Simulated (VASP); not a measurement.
YSe2:

```xyz
3
Lattice="2.1700 1.2529 5.2092 -2.1700 1.2529 5.2092 0.0000 -2.5058 5.2092" Properties=species:S:1:pos:R:3 pbc="T T T"
Y     0.0000    0.0000    0.0000
Se    0.0000    0.0000    3.8223
Se    0.0000    0.0000   11.8054
```

Base run:

* Program: VASP 6.6.1
* Functional: PBEsol
* Potentials or basis: VASP PAW PBE potentials, release 64 (Y_sv, Se)
* Cutoff: 520 eV
* k mesh: 10 × 10 × 10
* Occupations: gaussian, width 0.05 eV
* Spin: no spin polarisation

Its results: band gap on the k mesh zero (an odd number of electrons rules out a gap without spin polarisation); pressure -2.5 GPa; largest force 0.071 eV/Å.

Q: The run is repeated on the same cell with these changes: functional from PBEsol to PBE; occupations from gaussian, width 0.05 eV to fermi-dirac, width 0.05 eV. What comes out?

A: Band gap on the k mesh zero (an odd number of electrons rules out a gap without spin polarisation); pressure 0.0 GPa; largest force 0.006 eV/Å.

Caveats: the PAW data sets were made with another functional, which shifts forces and pressure a little (at least some runs).
